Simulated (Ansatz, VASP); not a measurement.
## One calculation of Mg, two programs

```
Mg
1.0
     3.12353    0.00000    0.00000
    -1.56176    2.70505    0.00000
     0.00000    0.00000   15.23702
Mg
3
Cartesian
  0.0000 0.0000 0.0000
  1.5618 0.9017 12.6194
  1.5618 0.9017 2.6176
```

Alike in both runs: task relaxation of cell and atoms; functional r2SCAN; k mesh 12 × 12 × 4; occupations gaussian, width 0.1 eV; no spin polarisation.

```csv
,VASP,Ansatz
version,VASP 6.6.1,Ansatz 0.2.0
potentials or method,"VASP PAW PBE potentials, release 64 (Mg), cutoff 600 eV","scalar-relativistic, plane waves, PAW"
valence electrons in the cell,6,30
```

```csv
,VASP,Ansatz,Ansatz less VASP
"gap on the k mesh at the Fermi level, each at its own relaxed structure (eV)",none,none,-
relaxed volume (Å³/atom),42.66,42.04,-0.617
relaxed cell length with the largest relative difference (Å),15.538,15.259,-0.2795
```

VASP's potentials were made for PBE, not for r2SCAN. A gap of «none» marks a metal or a gap that the smearing closes. VASP's potentials hold 6 valence electrons a cell and Ansatz's 30, so a difference there can come from the potentials and not from the codes.
